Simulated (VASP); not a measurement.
# Cd3TeO2 (R-3m) in VASP: notebook

Runs on Cd3TeO2. Level: PBE. Tasks: single point.

Everything below comes from runs of VASP 6.6.1. Logs are shortened: lines on timing, memory, paths and dates and some standing lists are left out, and cuts for length are marked.

## (1) The cell of the first run

The structure is trigonal, space group R-3m (No. 166). Conventional cell: a = 6.663 Å, b = 6.663 Å, c = 14.484 Å, α = 90.00°, β = 90.00°, γ = 120.00°. Within 2.8 Å of Cd (site symmetry 2/m) lie 2 O at 2.14 Å. Te (site symmetry -3m) has 6 Cd at 3.09 Å and 8 O at 3.35 to 4.12 Å within 4.2 Å. O (site symmetry 3m) has 3 Cd at 2.14 Å within 2.8 Å.

## (2) Single point, PBE

INCAR

```
PREC = Accurate
ENCUT = 600
EDIFF = 1E-6
ISMEAR = -4
SIGMA = 0.02
LREAL = F
LASPH = T
NELM = 120
ALGO = Normal
ISIF = 2
LWAVE = F
LCHARG = T
GGA = PE
LELF = T
LVHAR = T
NBANDS = 36
GGA_COMPAT = F
```

KPOINTS

```
Automatic mesh
0
Gamma
  6 6 6
```

POSCAR

```
Cd3TeO2
1.0
    3.3312613762      1.9233046523      4.8281060324
   -3.3312613762      1.9233046523      4.8281060324
    0.0000000000     -3.8466093046      4.8281060324
Cd Te O
3 1 2
Direct
    0.5000000000      0.0000000000      0.0000000000
    0.0000000000      0.5000000000      0.0000000000
    0.0000000000      0.0000000000      0.5000000000
    0.0000000000      0.0000000000      0.0000000000
    0.2315586891      0.2315586891      0.2315586891
    0.7684413109      0.7684413109      0.7684413109
```

Potentials or basis: VASP PAW PBE potentials, release 64 (Cd, Te, O).

Run with:

```
$ cat potpaw_PBE.64/Cd/POTCAR potpaw_PBE.64/Te/POTCAR potpaw_PBE.64/O/POTCAR > POTCAR
$ mpirun -np 1 vasp_std > vasp.out
```

OUTCAR:

```text
PREC = Accurate
   ENCUT = 600
   EDIFF = 1E-6
   ISMEAR = -4
   LREAL = F
   LASPH = T
   NELM = 120
   ISIF = 2
   GGA = PE

 ion  position               nearest neighbor table
   1  0.500  0.000  0.000-   5 2.14   6 2.14   4 3.09   4 3.09   2 3.33   2 3.33   3 3.33   3 3.33

   2  0.000  0.500  0.000-   5 2.14   6 2.14   4 3.09   4 3.09   1 3.33   1 3.33   3 3.33   3 3.33

   3  0.000  0.000  0.500-   5 2.14   6 2.14   4 3.09   4 3.09   2 3.33   1 3.33   2 3.33   1 3.33

   4  0.000  0.000  0.000-   1 3.09   2 3.09   2 3.09   1 3.09   3 3.09   3 3.09
   5  0.232  0.232  0.232-   1 2.14   2 2.14   3 2.14
   6  0.768  0.768  0.768-   1 2.14   2 2.14   3 2.14

  LATTYP: Found a trigonal (rhomboedric) cell.
 ALAT       =     6.1730876393
 COS(alpha) =     0.4175716193

  Lattice vectors:

 A1 = (   3.3312613762,   1.9233046523,   4.8281060324)
 A2 = (  -3.3312613762,   1.9233046523,   4.8281060324)
 A3 = (   0.0000000000,  -3.8466093046,   4.8281060324)

Analysis of symmetry for initial positions (statically):
=====================================================================
 Subroutine PRICEL returns:
 Original cell was already a primitive cell.

 Routine SETGRP: Setting up the symmetry group for a
 trigonal (rhombohedral) supercell.

 Subroutine GETGRP returns: Found 12 space group operations
 (whereof 12 operations were pure point group operations)
 out of a pool of 12 trial point group operations.

The static configuration has the point symmetry D_3d.

Analysis of symmetry for dynamics (positions and initial velocities):
=====================================================================
 Subroutine PRICEL returns:
 Original cell was already a primitive cell.

 Routine SETGRP: Setting up the symmetry group for a
 trigonal (rhombohedral) supercell.

 Subroutine GETGRP returns: Found 12 space group operations
 (whereof 12 operations were pure point group operations)
 out of a pool of 12 trial point group operations.

The dynamic configuration has the point symmetry D_3d.

 Subroutine INISYM returns: Found 12 space group operations
 (whereof 12 operations are pure point group operations),
 and found     1 'primitive' translations

----------------------------------------------------------------------------------------

                                     Primitive cell

  volume of cell :     185.6029

  direct lattice vectors                    reciprocal lattice vectors
     3.331261376  1.923304652  4.828106032     0.150093296  0.086656405  0.069040185
    -3.331261376  1.923304652  4.828106032    -0.150093296  0.086656405  0.069040185
     0.000000000 -3.846609305  4.828106032     0.000000000 -0.173312810  0.069040185

  length of vectors
     6.173087639  6.173087639  6.173087639     0.186557973  0.186557973  0.186557973

  position of ions in fractional coordinates (direct lattice)
     0.500000000  0.000000000  1.000000000
     0.000000000  0.500000000  1.000000000
     1.000000000  1.000000000  0.500000000
     0.000000000  0.000000000  0.000000000
     0.231558689  0.231558689  0.231558689
     0.768441311  0.768441311  0.768441311

  ion indices of the primitive-cell ions
   primitive index   ion index
                 1           1
                 2           2
                 3           3
                 4           4
                 5           5
                 6           6

----------------------------------------------------------------------------------------

 KPOINTS: Automatic mesh

Automatic generation of k-mesh.
 Grid dimensions read from file:
 generate k-points for:    6    6    6

 Generating k-lattice:

  Cartesian coordinates                     Fractional coordinates (reciprocal lattice)
     0.025015549  0.014442734  0.011506697     0.166666667 -0.000000000 -0.000000000
    -0.025015549  0.014442734  0.011506697    -0.000000000  0.166666667 -0.000000000
     0.000000000 -0.028885468  0.011506697    -0.000000000 -0.000000000  0.166666667

  Length of vectors
     0.031092995  0.031092995  0.031092995

  Shift w.r.t. Gamma in fractional coordinates (k-lattice)
     0.000000000  0.000000000  0.000000000

 TETIRR: Found    108 inequivalent tetrahedra from     1296

 Subroutine IBZKPT returns following result:
 ===========================================

 Found     32 irreducible k-points:

 Following reciprocal coordinates:
            Coordinates               Weight
  0.000000  0.000000  0.000000      1.000000
  0.166667 -0.000000  0.000000      6.000000
  0.333333  0.000000  0.000000      6.000000
  0.500000  0.000000  0.000000      3.000000
  0.166667  0.166667  0.000000      6.000000
  0.333333  0.166667  0.000000     12.000000
[... 16 lines left out ...]
  0.500000  0.500000  0.166667      6.000000
 -0.333333  0.500000  0.166667     12.000000
 [... further k-points ...]
   k-points           NKPTS =     32   k-points in BZ     NKDIM =     32   number of bands    NBANDS=     36
   number of dos      NEDOS =    301   number of ions     NIONS =      6
   total plane-waves  NPLWV = 125000
   dimension x,y,z NGX =    50 NGY =   50 NGZ =   50
   dimension x,y,z NGXF=   100 NGYF=  100 NGZF=  100
   ions per type =               3   1   2
   NGX,Y,Z   is equivalent  to a cutoff of  13.47, 13.47, 13.47 a.u.
   NGXF,Y,Z  is equivalent  to a cutoff of  26.93, 26.93, 26.93 a.u.
 SYSTEM =  unknown system
   PREC   = accura    normal or accurate (medium, high low for compatibility)
   ISTART =      0    job   : 0-new  1-cont  2-samecut
   ICHARG =      2    charge: 1-file 2-atom 10-const
   ISPIN  =      1    spin polarized calculation?
   LNONCOLLINEAR =      F non collinear calculations
   LSORBIT =      F    spin-orbit coupling
   LASPH  =      T    aspherical Exc in radial PAW
   ENCUT  =  600.0 eV  44.10 Ry    6.64 a.u.  12.33 12.33 12.33*2*pi/ulx,y,z
   NELM   =    120;   NELMIN=  2; NELMDL= -5     # of ELM steps
   EDIFF  = 0.1E-05   stopping-criterion for ELM
   LREAL  =      F    real-space projection
   EDIFFG = 0.1E-04   stopping-criterion for IOM
   NSW    =      0    number of steps for IOM
   IBRION =     -1    ionic relax: 0-MD 1-quasi-New 2-CG
   NFREE  =      0    steps in history (QN), initial steepest desc. (CG)
   ISIF   =      2    stress and relaxation
   ISYM   =      2    0-nonsym 1-usesym 2-fastsym
   POTIM  = 0.5000    time-step for ionic-motion
   TEBEG  =    0.0;   TEEND  =   0.0 temperature during run
   PSTRESS=    0.0 pullay stress
   NELECT =      54.0000    total number of electrons
   NUPDOWN=      -1.0000    fix difference up-down
   EMIN   =  10.00;   EMAX   =-10.00  energy-range for DOS
   EFERMI =   0.00;   METHOD = LEGACY
   ISMEAR =    -4;   SIGMA  =   0.02  broadening in eV -4-tet -1-fermi 0-gaus
   EFERMI_NEDOS =   21; number of points for ismear=-14 and -15
   IALGO  =     38    algorithm
   IMIX   =      4    mixing-type and parameters
     AMIX     =   0.40;   BMIX     =  1.00
     AMIX_MAG =   1.60;   BMIX_MAG =  1.00
  volume/ion in A,a.u.               =      30.93       208.75
  Fermi-wavevector in a.u.,A,eV,Ry     =   1.084787  2.049950 16.010830  1.176763
  Thomas-Fermi vector in A             =   2.220885
   LORBIT       =      0    0 simple, 1 ext, 2 COOP (PROOUT), +10 PAW based schemes
   GGA     = PE    functional components
   LHFCALC =     F    Hartree Fock is set to
   AEXX    =    0.0000 exact exchange contribution
   IVDW    =     0    specifies the selected vdW correction
   LEPSILON=     F    determine dielectric tensor
   LRPA    =     F    only Hartree local field effects (RPA)
 non-spin polarized calculation
 Fermi weights with tetrahedron method witout Bloechl corrections
  energy-cutoff  :      600.00
  volume of cell :      185.60
 maximum number of plane-waves:      6210
 NGX is ok and might be reduce to    50
   NGX = 25   NGY = 25   NGZ = 25

 number of electron      53.9999995 magnetization

 Free energy of the ion-electron system (eV)
  ---------------------------------------------------
  ext. energy  EPLUGINS =         0.00000000
  ---------------------------------------------------
  free energy    TOTEN  =       -17.95827409 eV

  energy without entropy =      -17.95827409  energy(sigma->0) =      -17.95827409

 E-fermi :  -0.1408     XC(G=0):  -7.5493

 val. band max:       -0.1642026279   @ k =   0.5000   0.5000   0.0000
 cond. band min:       0.2882884816   @ k =   0.0000   0.0000   0.0000
 fundamental gap:      0.4524911095
 Fermi energy:        -0.1408164172

 k-point     1 :       0.0000    0.0000    0.0000
  band No.  band energies     occupation
      1     -17.6008      2.00000
      2     -17.1003      2.00000
      3     -10.4414      2.00000
      4      -8.5984      2.00000
      5      -8.5984      2.00000
      6      -8.2344      2.00000
[... 28 lines left out ...]
     35       6.5908      0.00000
     36       6.8563      0.00000

 k-point     2 :       0.1667   -0.0000    0.0000
  band No.  band energies     occupation
      1     -17.5731      2.00000
      2     -17.1322      2.00000
      3     -10.4075      2.00000
      4      -8.5564      2.00000
      5      -8.5394      2.00000
      6      -8.2053      2.00000
[... 28 lines left out ...]
     35       6.8618      0.00000
     36       7.2086      0.00000

 k-point     3 :       0.3333    0.0000    0.0000
  band No.  band energies     occupation
      1     -17.5005      2.00000
      2     -17.2129      2.00000
      3     -10.3348      2.00000
      4      -8.4533      2.00000
      5      -8.4049      2.00000
      6      -8.1338      2.00000
[... 28 lines left out ...]
     35       6.7713      0.00000
     36       6.7816      0.00000
[... 742 lines left out ...]
 k-point    23 :       0.5000    0.5000    0.1667
  band No.  band energies     occupation
      1     -17.4976      2.00000
      2     -17.2140      2.00000
      3     -10.0967      2.00000
      4      -8.4545      2.00000
      5      -8.4050      2.00000
      6      -8.3436      2.00000
[... 28 lines left out ...]
     35       5.8911      0.00000
     36       7.0401      0.00000

 k-point    24 :      -0.3333    0.5000    0.1667
  band No.  band energies     occupation
      1     -17.4396      2.00000
      2     -17.2765      2.00000
      3     -10.1374      2.00000
      4      -8.3807      2.00000
      5      -8.3270      2.00000
      6      -8.2804      2.00000
[... 28 lines left out ...]
     35       6.3324      0.00000
     36       6.6779      0.00000

 [... further k-points ...]
[... 5 lines left out ...]
  --------------------------------------------------------------------------------------
  -------------------------------------------------------------------------------------
  Total        0.6436667      0.6436667      0.2953805      0.0000000      0.0000000     -0.0000000
  in kB        5.5563144      5.5563144      2.5498084      0.0000000      0.0000000     -0.0000000
  external PRESSURE =       4.5541457 kB  Pullay stress =       0.0000000 kB

 VOLUME and BASIS-vectors are now :
 -----------------------------------------------------------------------------
  energy-cutoff  :      600.00
  volume of cell :      185.60
      direct lattice vectors                 reciprocal lattice vectors
     3.331261376  1.923304652  4.828106032     0.150093296  0.086656405  0.069040185
    -3.331261376  1.923304652  4.828106032    -0.150093296  0.086656405  0.069040185
     0.000000000 -3.846609305  4.828106032     0.000000000 -0.173312810  0.069040185

 POSITION                                       TOTAL-FORCE (eV/Angst)
 -----------------------------------------------------------------------------------
      1.66563      0.96165      2.41405        -0.000000      0.000000     -0.000000
     -1.66563      0.96165      2.41405         0.000000      0.000000     -0.000000
      0.00000     -1.92330      2.41405        -0.000000      0.000000     -0.000000
      0.00000      0.00000      0.00000        -0.000000      0.000000     -0.000000
      0.00000      0.00000      3.35397        -0.000000     -0.000000      0.163234
      0.00000      0.00000     11.13035        -0.000000      0.000000     -0.163234
 -----------------------------------------------------------------------------------
    total drift:                               -0.000000      0.000000     -0.000000

  FREE ENERGIE OF THE ION-ELECTRON SYSTEM (eV)
  ---------------------------------------------------
  free  energy   TOTEN  =       -17.9582740946 eV

  energy  without entropy=      -17.9582740946  energy(sigma->0) =      -17.95827409
```

Run time: 8.7 min. Hardware: 1 thread of Oxide Virtual Turin-like, shared host; peak memory 0.46 GiB.

Results:

```
Free energy            : -17.9583 eV
Pressure               : 0.5 GPa
Largest force          : 0.163 eV/Å
Band gap on the k mesh : 0.45 eV (least direct gap 1.16 eV)
```

Forces in eV/Å, atoms in the order of the input:
```
Cd   0.000  0.000  0.000
Cd   0.000  0.000  0.000
Cd   0.000  0.000  0.000
Te   0.000  0.000  0.000
O    0.000  0.000  0.163
O    0.000  0.000 -0.163
```

Caveat: semilocal functionals underestimate gaps, and a narrow one can read as zero; spin-orbit coupling is left out, which moves the levels of the heavy elements. A k mesh can miss the band edges.

## (3) Single point, PBE

INCAR

```
  ALGO = Normal
  EDIFF = 1E-6
  ENCUT = 600
  GGA = PE
  GGA_COMPAT = False
  ISIF = 2
  ISMEAR = 0
  LASPH = True
  LCHARG = False
  LREAL = False
  LWAVE = False
  NBANDS = 36
  NELM = 120
  PREC = Accurate
  SIGMA = 0.02
```

KPOINTS

```
k-points
0
Gamma
  6 6 6
```

POSCAR

```
Cd3TeO2
1.0
    3.3312595360      1.9233035899      4.8281055518
   -3.3312595360      1.9233035899      4.8281055518
    0.0000000000     -3.8466071797      4.8281055518
Cd Te O
3 1 2
Direct
    0.5000000000      0.0000000000      0.0000000000
    0.0000000000      0.5000000000      0.0000000000
    0.0000000000      0.0000000000      0.5000000000
    0.0000000000      0.0000000000      0.0000000000
    0.2315582670      0.2315582670      0.2315582670
    0.7684417330      0.7684417330      0.7684417330
```

Potentials or basis: VASP PAW PBE potentials, release 64 (Cd, Te, O).

Run with:

```
$ cat potpaw_PBE.64/Cd/POTCAR potpaw_PBE.64/Te/POTCAR potpaw_PBE.64/O/POTCAR > POTCAR
$ mpirun -np 1 vasp_std > vasp.out
```

Wall time 9.2 min (1 thread of Oxide Virtual Turin-like, shared host); peak memory 0.46 GiB.

The run converged. Its results:

* Free energy: -17.9583 eV
* Pressure: 0.5 GPa
* Largest force: 0.163 eV/Å
* Band gap on the k mesh: 0.45 eV (least direct gap 1.16 eV)

Forces in eV/Å, atoms in the order of the input:
```
Cd   0.000  0.000  0.000
Cd   0.000  0.000  0.000
Cd   0.000  0.000  0.000
Te   0.000  0.000  0.000
O    0.000  0.000  0.163
O    0.000  0.000 -0.163
```

Stress tensor (GPa, compression positive):
```
0.56 0.00 0.00
0.00 0.56 0.00
0.00 0.00 0.26
```

Levels at points of the mesh, in eV from the valence-band top:
| k point | band 23 | band 24 | band 25 | band 26 | band 27 | band 28 | band 29 | band 30 | band 31 | band 32 |
| --- | --- | --- | --- | --- | --- | --- | --- | --- | --- | --- |
| (0.00, 0.00, 0.00) | -2.85 | -2.08 | -1.32 | -1.32 | -0.70 | 0.45 | 3.37 | 3.37 | 3.84 | 3.84 |
| (0.50, 0.00, 0.00) | -2.66 | -1.89 | -1.11 | -0.81 | -0.24 | 1.41 | 2.99 | 3.02 | 4.23 | 4.82 |
| (0.50, 0.50, 0.00) | -2.15 | -1.98 | -1.24 | -0.15 | 0.00 | 1.87 | 2.72 | 3.48 | 4.40 | 4.69 |
| (0.50, 0.50, 0.50) | -3.00 | -2.19 | -0.14 | -0.01 | -0.01 | 2.71 | 2.71 | 2.90 | 4.06 | 4.98 |

Caveat: semilocal functionals underestimate gaps, and a narrow one can read as zero; spin-orbit coupling is left out, which moves the levels of the heavy elements. A k mesh can miss the band edges.
